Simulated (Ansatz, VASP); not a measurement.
**Cd3Se2S: VASP beside Ansatz**

Contents of POSCAR:

```
Cd3Se2S
1.0
    4.3155830547      0.0000000000      0.0000000000
   -2.1577915274      3.7374045575      0.0000000000
    0.0000000000      0.0000000000     10.5861013924
Cd Se S
3 2 1
Direct
    0.0000000000      0.0000000000      1.0002903371
    0.3333333333      0.6666666667      0.6578385609
    0.6666666667      0.3333333333      0.3424175690
    0.3333333333      0.6666666667      0.9113255811
    0.0000000000      0.0000000000      0.2531820092
    0.6666666667      0.3333333333      0.5849459427
```

File INCAR.step1:

```
SYSTEM = Cd3Se2S
PREC = Accurate
ENCUT = 520
ISMEAR = 0
SIGMA = 0.02
LREAL = .FALSE.
LASPH = .TRUE.
NELM = 60
NBANDS = 36
GGA = PE
ALGO = Normal
EDIFF = 1E-4
LWAVE = .TRUE.
LCHARG = .FALSE.
```

Contents of INCAR.step2:

```
SYSTEM = Cd3Se2S
PREC = Accurate
ENCUT = 520
EDIFF = 1E-7
ISMEAR = 0
SIGMA = 0.02
LREAL = .FALSE.
LASPH = .TRUE.
NELM = 60
ALGO = Normal
ISIF = 2
LWAVE = .FALSE.
LCHARG = .FALSE.
METAGGA = R2SCAN
LMIXTAU = .TRUE.
NBANDS = 36
ISTART = 1
```

KPOINTS

```
Automatic mesh
0
G
  12 12 4
  0 0 0
```

Input for Ansatz:

```yaml
crystal:
  lattice:
    - [4.3155830547, 0.0, 0.0]
    - [-2.1577915274, 3.7374045575, 0.0]
    - [0.0, 0.0, 10.5861013924]
  atoms:
    - { symbol: Cd, position: [0.0, 0.0, 1.0002903371] }
    - { symbol: Cd, position: [0.3333333333, 0.6666666667, 0.6578385609] }
    - { symbol: Cd, position: [0.6666666667, 0.3333333333, 0.342417569] }
    - { symbol: Se, position: [0.3333333333, 0.6666666667, 0.9113255811] }
    - { symbol: Se, position: [0.0, 0.0, 0.2531820092] }
    - { symbol: S, position: [0.6666666667, 0.3333333333, 0.5849459427] }
basis:
  ecutwfc: 500
kpoints:
  mp_grid: { grid: [12, 12, 4] }
  band_path:
    path:
      - [[0.0, 0.0, 0.0], [0.5, 0.0, 0.0], [0.33333333, 0.33333333, 0.0], [0.0, 0.0, 0.0], [0.0, 0.0, 0.5], [0.5, 0.0, 0.5], [0.33333333, 0.33333333, 0.5], [0.0, 0.0, 0.5]]
      - [[0.5, 0.0, 0.5], [0.5, 0.0, 0.0]]
      - [[0.33333333, 0.33333333, 0.5], [0.33333333, 0.33333333, 0.0]]
    npoints: 14
hamiltonian:
  xc: r2scan
scf:
  occupations: { method: gaussian, width: 0.02 }
  n_extra_bands: 15
output:
  forces: true
  stress: true
  eigenvalues: true
  populations: true
  dos: { projected: true, de: 0.02, nscf_kmesh: { grid: [18, 18, 6] } }
  bader: true
  write_density: true
  write_potential: true
  elf: true
  volumetric_format: npy
```

Alike in both runs: task single point; functional r2SCAN; k mesh 12 × 12 × 4; occupations gaussian, width 0.02 eV; no spin polarisation.

|  | VASP | Ansatz |
| --- | --- | --- |
| version | VASP 6.6.1 | Ansatz 0.2.0 |
| potentials or method | VASP PAW PBE potentials, release 64 (Cd, Se, S), cutoff 520 eV | scalar-relativistic, plane waves, PAW |
| valence electrons in the cell | 54 | 98 |

VASP gave:

| Property | Result |
| --- | --- |
| gap on the k mesh at the Fermi level (eV) | 1.01 |
| least direct gap on the mesh (eV) | 1.01 |
| pressure (GPa) | -1.2 |
| rms of the force components (eV/Å) | 0.006 |

Task: What did Ansatz give for the same quantities?

Result: gap on the k mesh at the Fermi level (eV): 1.02; least direct gap on the mesh (eV): 1.02; pressure (GPa): -1.5; rms of the force components (eV/Å): 0.006.

VASP's potentials were made for PBE, not for r2SCAN. Atom by atom the forces differ by 0.002 eV/Å (rms over components). VASP's potentials hold 54 valence electrons a cell and Ansatz's 98, so a difference there can come from the potentials and not from the codes.
